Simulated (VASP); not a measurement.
# Ge (P6/mmm) in VASP: a series of runs

Ge is run at these levels: BLYP; tasks: single point.

Everything below comes from runs of VASP 6.6.1. Logs are shortened: lines on timing, memory, paths and dates and some standing lists are left out, and cuts for length are marked.

## 1. The cell of the first run

Symmetry: P6/mmm, No. 191, hexagonal system. The conventional cell has a = 5.002 Å, b = 5.002 Å, c = 2.870 Å, α = 90.00°, β = 90.00°, γ = 120.00°. Within 3.8 Å of Ge (site symmetry 6/mmm) lie 14 Ge at 2.87 to 3.22 Å. Within 3.8 Å of Ge (site symmetry -6m2) lie 11 Ge at 2.87 to 3.22 Å.

## 2. Single point, BLYP (volume scaled by 0.96)

Contents of INCAR:

```
SYSTEM = Ge
PREC = Accurate
ENCUT = 520
EDIFF = 1E-7
ISMEAR = -1
SIGMA = 0.1
LREAL = .False.
LASPH = .True.
NELM = 60
ALGO = Normal
ISIF = 2
LWAVE = .False.
LCHARG = .False.
GGA = B5
ALDAX = 1.0
AGGAX = 1.0
AGGAC = 1.0
ALDAC = 0.0
NBANDS = 28
```

Contents of KPOINTS:

```
regular mesh
0
Gamma
  8 8 12
  0 0 0
```

Contents of POSCAR:

```
Ge
1.0
    5.0018544997      0.0000000000      0.0000000000
   -2.5009272498      4.3317330628      0.0000000000
    0.0000000000      0.0000000000      2.8700332513
Ge
3
Direct
    0.0000000000      0.0000000000      0.0000000000
    0.3333333333      0.6666666667      0.5000000000
    0.6666666667      0.3333333333      0.5000000000
```

Potentials or basis: VASP PAW PBE potentials, release 64 (Ge_d).

On the command line:

```sh
$ cat potpaw_PBE.64/Ge_d/POTCAR > POTCAR
$ mpirun -np 1 vasp_std > vasp.out
```

OUTCAR:

```text
SYSTEM = Ge
   PREC = Accurate
   ENCUT = 520
   EDIFF = 1E-7
   ISMEAR = -1
   LREAL = .False.
   LASPH = .True.
   NELM = 60
   ISIF = 2
   GGA = B5

 ion  position               nearest neighbor table
   1  0.000  0.000  0.000-
   2  0.333  0.667  0.500-   3 2.89   3 2.89   3 2.89
   3  0.667  0.333  0.500-   2 2.89   2 2.89   2 2.89

  LATTYP: Found a hexagonal cell.
 ALAT       =     5.0018544997
 C/A-ratio  =     0.5737938302

  Lattice vectors:

 A1 = (   5.0018544997,   0.0000000000,   0.0000000000)
 A2 = (  -2.5009272498,   4.3317330628,   0.0000000000)
 A3 = (   0.0000000000,   0.0000000000,   2.8700332513)

Analysis of symmetry for initial positions (statically):
=====================================================================
 Subroutine PRICEL returns:
 Original cell was already a primitive cell.

 Routine SETGRP: Setting up the symmetry group for a
 hexagonal supercell.

 Subroutine GETGRP returns: Found 24 space group operations
 (whereof 24 operations were pure point group operations)
 out of a pool of 24 trial point group operations.

The static configuration has the point symmetry D_6h.

Analysis of symmetry for dynamics (positions and initial velocities):
=====================================================================
 Subroutine PRICEL returns:
 Original cell was already a primitive cell.

 Routine SETGRP: Setting up the symmetry group for a
 hexagonal supercell.

 Subroutine GETGRP returns: Found 24 space group operations
 (whereof 24 operations were pure point group operations)
 out of a pool of 24 trial point group operations.

The dynamic configuration has the point symmetry D_6h.

 Subroutine INISYM returns: Found 24 space group operations
 (whereof 24 operations are pure point group operations),
 and found     1 'primitive' translations

----------------------------------------------------------------------------------------

                                     Primitive cell

  volume of cell :      62.1841

  direct lattice vectors                    reciprocal lattice vectors
     5.001854500  0.000000000  0.000000000     0.199925848  0.115427242  0.000000000
    -2.500927250  4.331733063  0.000000000     0.000000000  0.230854484  0.000000000
     0.000000000  0.000000000  2.870033251     0.000000000  0.000000000  0.348428019

  length of vectors
     5.001854500  5.001854500  2.870033251     0.230854484  0.230854484  0.348428019

  position of ions in fractional coordinates (direct lattice)
     0.000000000  0.000000000  0.000000000
     0.333333333  0.666666667  0.500000000
     0.666666667  0.333333333  0.500000000

  ion indices of the primitive-cell ions
   primitive index   ion index
                 1           1
                 2           2
                 3           3

----------------------------------------------------------------------------------------

 KPOINTS: regular mesh

Automatic generation of k-mesh.
 Grid dimensions read from file:
 generate k-points for:    8    8   12

 Generating k-lattice:

  Cartesian coordinates                     Fractional coordinates (reciprocal lattice)
     0.024990731  0.014428405  0.000000000     0.125000000  0.000000000  0.000000000
     0.000000000  0.028856810  0.000000000     0.000000000  0.125000000  0.000000000
     0.000000000  0.000000000  0.029035668     0.000000000  0.000000000  0.083333333

  Length of vectors
     0.028856810  0.028856810  0.029035668

  Shift w.r.t. Gamma in fractional coordinates (k-lattice)
     0.000000000  0.000000000  0.000000000

 Subroutine IBZKPT returns following result:
 ===========================================

 Found     70 irreducible k-points:

 Following reciprocal coordinates:
            Coordinates               Weight
  0.000000  0.000000  0.000000      1.000000
  0.125000  0.000000  0.000000      6.000000
  0.250000  0.000000  0.000000      6.000000
  0.375000  0.000000  0.000000      6.000000
  0.500000  0.000000  0.000000      3.000000
  0.125000  0.125000  0.000000      6.000000
[... 16 lines left out ...]
  0.250000  0.000000  0.166667     12.000000
  0.375000  0.000000  0.166667     12.000000
 [... further k-points ...]
   k-points           NKPTS =     70   k-points in BZ     NKDIM =     70   number of bands    NBANDS=     28
   number of dos      NEDOS =    301   number of ions     NIONS =      3
   total plane-waves  NPLWV =  38400
   dimension x,y,z NGX =    40 NGY =   40 NGZ =   24
   dimension x,y,z NGXF=    80 NGYF=   80 NGZF=   48
   ions per type =               3
   NGX,Y,Z   is equivalent  to a cutoff of  13.29, 13.29, 13.90 a.u.
   NGXF,Y,Z  is equivalent  to a cutoff of  26.59, 26.59, 27.80 a.u.
 SYSTEM =  Ge
   PREC   = accura    normal or accurate (medium, high low for compatibility)
   ISTART =      0    job   : 0-new  1-cont  2-samecut
   ICHARG =      2    charge: 1-file 2-atom 10-const
   ISPIN  =      1    spin polarized calculation?
   LNONCOLLINEAR =      F non collinear calculations
   LSORBIT =      F    spin-orbit coupling
   LASPH  =      T    aspherical Exc in radial PAW
   ENCUT  =  520.0 eV  38.22 Ry    6.18 a.u.   9.30  9.30  5.34*2*pi/ulx,y,z
   NELM   =     60;   NELMIN=  2; NELMDL= -5     # of ELM steps
   EDIFF  = 0.1E-06   stopping-criterion for ELM
   LREAL  =      F    real-space projection
   EDIFFG = 0.1E-05   stopping-criterion for IOM
   NSW    =      0    number of steps for IOM
   IBRION =     -1    ionic relax: 0-MD 1-quasi-New 2-CG
   NFREE  =      0    steps in history (QN), initial steepest desc. (CG)
   ISIF   =      2    stress and relaxation
   ISYM   =      2    0-nonsym 1-usesym 2-fastsym
   POTIM  = 0.5000    time-step for ionic-motion
   TEBEG  =    0.0;   TEEND  =   0.0 temperature during run
   PSTRESS=    0.0 pullay stress
   NELECT =      42.0000    total number of electrons
   NUPDOWN=      -1.0000    fix difference up-down
   EMIN   =  10.00;   EMAX   =-10.00  energy-range for DOS
   EFERMI =   0.00;   METHOD = LEGACY
   ISMEAR =    -1;   SIGMA  =   0.10  broadening in eV -4-tet -1-fermi 0-gaus
   EFERMI_NEDOS =   21; number of points for ismear=-14 and -15
   IALGO  =     38    algorithm
   IMIX   =      4    mixing-type and parameters
     AMIX     =   0.40;   BMIX     =  1.00
     AMIX_MAG =   1.60;   BMIX_MAG =  1.00
  volume/ion in A,a.u.               =      20.73       139.88
  Fermi-wavevector in a.u.,A,eV,Ry     =   1.436365  2.714336 28.070770  2.063143
  Thomas-Fermi vector in A             =   2.555561
   LORBIT       =      0    0 simple, 1 ext, 2 COOP (PROOUT), +10 PAW based schemes
   GGA     = B5    functional components
   LHFCALC =     F    Hartree Fock is set to
   AEXX    =    0.0000 exact exchange contribution
   IVDW    =     0    specifies the selected vdW correction
   LEPSILON=     F    determine dielectric tensor
   LRPA    =     F    only Hartree local field effects (RPA)
 non-spin polarized calculation
  energy-cutoff  :      520.00
  volume of cell :       62.18
 maximum number of plane-waves:      1702
 NGX is ok and might be reduce to    40
   NGX = 19   NGY = 19   NGZ = 11

 number of electron      41.9999990 magnetization

 Free energy of the ion-electron system (eV)
  ---------------------------------------------------
  ext. energy  EPLUGINS =         0.00000000
  ---------------------------------------------------
  free energy    TOTEN  =       -10.03146784 eV

  energy without entropy =       -9.98568515  energy(sigma->0) =      -10.00857650

 E-fermi :   6.1784     XC(G=0): -10.2251

 val. band max:        6.1658954042   @ k =   0.1250   0.1250   0.0833
 cond. band min:       6.1853098776   @ k =   0.2500   0.2500   0.3333
 fundamental gap:      0.0194144734
 Fermi energy:         6.1783914497

 k-point     1 :       0.0000    0.0000    0.0000
  band No.  band energies     occupation
      1     -18.6542      2.00000
      2     -18.6128      2.00000
      3     -18.6128      2.00000
      4     -18.5674      2.00000
      5     -18.5674      2.00000
      6     -18.4231      2.00000
[... 20 lines left out ...]
     27      15.0733      0.00000
     28      15.1872      0.00000

 k-point     2 :       0.1250    0.0000    0.0000
  band No.  band energies     occupation
      1     -18.6541      2.00000
      2     -18.6130      2.00000
      3     -18.6130      2.00000
      4     -18.5675      2.00000
      5     -18.5674      2.00000
      6     -18.4223      2.00000
[... 20 lines left out ...]
     27      15.0212      0.00000
     28      15.1981      0.00000

 k-point     3 :       0.2500    0.0000    0.0000
  band No.  band energies     occupation
      1     -18.6539      2.00000
      2     -18.6135      2.00000
      3     -18.6134      2.00000
      4     -18.5677      2.00000
      5     -18.5672      2.00000
      6     -18.4200      2.00000
[... 20 lines left out ...]
     27      14.7260      0.00000
     28      15.5329      0.00000

 k-point     4 :       0.3750    0.0000    0.0000
  band No.  band energies     occupation
      1     -18.6537      2.00000
      2     -18.6141      2.00000
      3     -18.6138      2.00000
      4     -18.5678      2.00000
      5     -18.5670      2.00000
      6     -18.4163      2.00000
[... 20 lines left out ...]
     27      14.5100      0.00000
     28      15.8910      0.00000

 k-point     5 :       0.5000    0.0000    0.0000
  band No.  band energies     occupation
      1     -18.6536      2.00000
      2     -18.6144      2.00000
      3     -18.6140      2.00000
      4     -18.5679      2.00000
      5     -18.5669      2.00000
      6     -18.4132      2.00000
[... 20 lines left out ...]
     27      14.4314      0.00000
     28      14.9309      0.00000

 k-point     6 :       0.1250    0.1250    0.0000
  band No.  band energies     occupation
      1     -18.6540      2.00000
      2     -18.6133      2.00000
      3     -18.6133      2.00000
      4     -18.5676      2.00000
      5     -18.5673      2.00000
      6     -18.4208      2.00000
[... 463 lines left out ...]
      5     -18.5797      2.00000
      6     -18.3922      2.00000
[... 20 lines left out ...]
     27      13.3660      0.00000
     28      17.2933      0.00000

 k-point    22 :       0.1250    0.0000    0.1667
  band No.  band energies     occupation
      1     -18.6220      2.00000
      2     -18.6124      2.00000
      3     -18.6123      2.00000
      4     -18.5797      2.00000
      5     -18.5796      2.00000
      6     -18.3916      2.00000
[... 20 lines left out ...]
     27      13.0893      0.00000
     28      17.2679      0.00000

 k-point    23 :       0.2500    0.0000    0.1667
  band No.  band energies     occupation
      1     -18.6219      2.00000
      2     -18.6125      2.00000
      3     -18.6124      2.00000
      4     -18.5797      2.00000
      5     -18.5794      2.00000
      6     -18.3902      2.00000
[... 20 lines left out ...]
     27      12.2773      0.00000
     28      16.6337      0.00000

 k-point    24 :       0.3750    0.0000    0.1667
  band No.  band energies     occupation
      1     -18.6218      2.00000
      2     -18.6126      2.00000
      3     -18.6125      2.00000
      4     -18.5797      2.00000
      5     -18.5790      2.00000
      6     -18.3887      2.00000
[... 20 lines left out ...]
     27      11.2615      0.00000
     28      15.8846      0.00000

 [... further k-points ...]
[... 5 lines left out ...]
  --------------------------------------------------------------------------------------
  -------------------------------------------------------------------------------------
  Total        0.8980604      0.8980604      0.6231265      0.0000000     -0.0000000     -0.0000000
  in kB       23.1385668     23.1385668     16.0548836      0.0000000     -0.0000000     -0.0000000
  external PRESSURE =      20.7773390 kB  Pullay stress =       0.0000000 kB

 VOLUME and BASIS-vectors are now :
 -----------------------------------------------------------------------------
  energy-cutoff  :      520.00
  volume of cell :       62.18
      direct lattice vectors                 reciprocal lattice vectors
     5.001854500  0.000000000  0.000000000     0.199925848  0.115427242  0.000000000
    -2.500927250  4.331733063  0.000000000     0.000000000  0.230854484  0.000000000
     0.000000000  0.000000000  2.870033251     0.000000000  0.000000000  0.348428019

 POSITION                                       TOTAL-FORCE (eV/Angst)
 -----------------------------------------------------------------------------------
      0.00000      0.00000      0.00000         0.000000      0.000000     -0.000000
     -0.00000      2.88782      1.43502         0.000000     -0.000000     -0.000000
      2.50093      1.44391      1.43502        -0.000000      0.000000      0.000000
 -----------------------------------------------------------------------------------
    total drift:                               -0.000000      0.000000      0.000000

  FREE ENERGIE OF THE ION-ELECTRON SYSTEM (eV)
  ---------------------------------------------------
  free  energy   TOTEN  =       -10.0314678432 eV

  energy  without entropy=       -9.9856851484  energy(sigma->0) =      -10.00857650
```

It took 63 s on 1 thread of Intel Xeon 6975P-C (Granite Rapids), shared host; peak memory 0.22 GiB.

What came out:

```
Free energy            : -10.0315 eV
Pressure               : 2.1 GPa
Band gap on the k mesh : zero (band 21 reaches 7.79 eV, above the bottom of band 22 at 3.53 eV)
```

Stress tensor (GPa, compression positive):
```
2.31 0.00 0.00
0.00 2.31 0.00
0.00 0.00 1.61
```

Levels at points of the mesh, in eV from the Fermi level:
```
           k point  band 19  band 20  band 21  band 22  band 23  band 24
(0.00, 0.00, 0.00)    -2.74    -2.74    -2.65    -2.65     4.69     7.57
(0.50, 0.00, 0.00)    -4.71     0.71     0.81     2.71     3.11     4.11
(0.00, 0.00, 0.50)    -1.93    -1.41    -0.65    -0.20    -0.20     1.21
(0.50, 0.00, 0.50)    -4.11    -2.94    -1.90    -1.19     0.57     3.53
```

Caveat: the cell differs from its parent crystal (volume scaled by 0.96); the PAW data sets were made with another functional, which shifts forces and pressure a little.

## 3. Single point, BLYP

This run uses another cell than the first one, of 21.59 Å³/atom, 1.042 times its volume.

Contents of INCAR:

```
SYSTEM = Ge
AGGAC = 1.0
AGGAX = 1.0
ALDAC = 0.0
ALDAX = 1.0
ALGO = Normal
EDIFF = 1E-7
ENCUT = 520
GGA = B5
ISIF = 2
ISMEAR = -1
LASPH = .TRUE.
LCHARG = .FALSE.
LREAL = .FALSE.
LWAVE = .FALSE.
NBANDS = 28
NELM = 80
PREC = Accurate
SIGMA = 0.1
```

Contents of KPOINTS:

```
k-points
0
G
  8 8 12
  0 0 0
```

Contents of POSCAR:

```
Ge
1.0
    5.0703815699      0.0000000000      0.0000000000
   -2.5351907850      4.3910792464      0.0000000000
    0.0000000000      0.0000000000      2.9093536614
Ge
3
Direct
    0.0000000000      0.0000000000      0.0000000000
    0.3333333333      0.6666666667      0.5000000000
    0.6666666667      0.3333333333      0.5000000000
```

Potentials or basis: VASP PAW PBE potentials, release 64 (Ge_d).

On the command line:

```sh
$ cat potpaw_PBE.64/Ge_d/POTCAR > POTCAR
$ mpirun -np 1 vasp_std > vasp.out
```

OUTCAR:

```text
SYSTEM = Ge
   EDIFF = 1E-7
   ENCUT = 520
   GGA = B5
   ISIF = 2
   ISMEAR = -1
   LASPH = .TRUE.
   LREAL = .FALSE.
   NELM = 80
   PREC = Accurate

 ion  position               nearest neighbor table
   1  0.000  0.000  0.000-
   2  0.333  0.667  0.500-
   3  0.667  0.333  0.500-

  LATTYP: Found a hexagonal cell.
 ALAT       =     5.0703815699
 C/A-ratio  =     0.5737938302

  Lattice vectors:

 A1 = (   5.0703815699,   0.0000000000,   0.0000000000)
 A2 = (  -2.5351907850,   4.3910792464,   0.0000000000)
 A3 = (   0.0000000000,   0.0000000000,   2.9093536614)

Analysis of symmetry for initial positions (statically):
=====================================================================
 Subroutine PRICEL returns:
 Original cell was already a primitive cell.

 Routine SETGRP: Setting up the symmetry group for a
 hexagonal supercell.

 Subroutine GETGRP returns: Found 24 space group operations
 (whereof 24 operations were pure point group operations)
 out of a pool of 24 trial point group operations.

[... 155 lines left out ...]

 Free energy of the ion-electron system (eV)
  ---------------------------------------------------
  ext. energy  EPLUGINS =         0.00000000
  ---------------------------------------------------
  free energy    TOTEN  =       -10.04861748 eV

  energy without entropy =      -10.00064901  energy(sigma->0) =      -10.02463324

 E-fermi :   5.7863     XC(G=0): -10.0295

 val. band max:        5.7728644415   @ k =   0.3750   0.2500   0.2500
 cond. band min:       5.7974491835   @ k =   0.2500   0.2500   0.3333
 fundamental gap:      0.0245847421
 Fermi energy:         5.7863138862

 k-point     1 :       0.0000    0.0000    0.0000
  band No.  band energies     occupation
      1     -19.0473      2.00000
      2     -19.0137      2.00000
      3     -19.0137      2.00000
      4     -18.9716      2.00000
      5     -18.9716      2.00000
      6     -18.8056      2.00000
[... 733 lines left out ...]
     27      10.6304      0.00000
     28      15.3713      0.00000

 [... further k-points ...]
[... 5 lines left out ...]
  --------------------------------------------------------------------------------------
  -------------------------------------------------------------------------------------
  Total        0.0424092      0.0424092     -0.1278529     -0.0000000      0.0000000      0.0000000
  in kB        1.0489675      1.0489675     -3.1623714     -0.0000000      0.0000000      0.0000000
  external PRESSURE =      -0.3548122 kB  Pullay stress =       0.0000000 kB

 VOLUME and BASIS-vectors are now :
 -----------------------------------------------------------------------------
  energy-cutoff  :      520.00
  volume of cell :       64.78
      direct lattice vectors                 reciprocal lattice vectors
     5.070381570  0.000000000  0.000000000     0.197223816  0.113867223  0.000000000
    -2.535190785  4.391079246  0.000000000     0.000000000  0.227734446  0.000000000
     0.000000000  0.000000000  2.909353661     0.000000000  0.000000000  0.343718955

 POSITION                                       TOTAL-FORCE (eV/Angst)
 -----------------------------------------------------------------------------------
      0.00000      0.00000      0.00000        -0.000000      0.000000      0.000000
     -0.00000      2.92739      1.45468         0.000000     -0.000000     -0.000000
      2.53519      1.46369      1.45468        -0.000000      0.000000      0.000000
 -----------------------------------------------------------------------------------
    total drift:                               -0.000000      0.000000      0.000000

  FREE ENERGIE OF THE ION-ELECTRON SYSTEM (eV)
  ---------------------------------------------------
  free  energy   TOTEN  =       -10.0486174811 eV

  energy  without entropy=      -10.0006490054  energy(sigma->0) =      -10.02463324
```

stdout:

```text
POSCAR found type information on POSCAR Ge
 POSCAR found :  1 types and       3 ions
 scaLAPACK will be used
 -----------------------------------------------------------------------------
|                                                                             |
|                                                                             |
|     You enforced a specific xc type in the INCAR file but a different       |
|     I HOPE YOU KNOW WHAT YOU ARE DOING!                                     |
|                                                                             |
 -----------------------------------------------------------------------------

 LDA part: xc-table for (Slater(with rela. corr.)+VWN5), standard interpolation
 POSCAR, INCAR and KPOINTS ok, starting setup
 FFT: planning ... GRIDC
 FFT: planning ... GRID_SOFT
 FFT: planning ... GRID
 WAVECAR not read
 entering main loop
```

Wall time 66 s (1 thread of Intel Xeon 6975P-C (Granite Rapids), shared host); peak memory 0.23 GiB.

Results:

```
Free energy            : -10.0486 eV
Pressure               : 0.0 GPa
Band gap on the k mesh : zero (band 21 reaches 7.38 eV, above the bottom of band 22 at 3.28 eV)
```

Caveat: the PAW data sets were made with another functional, which shifts forces and pressure a little.
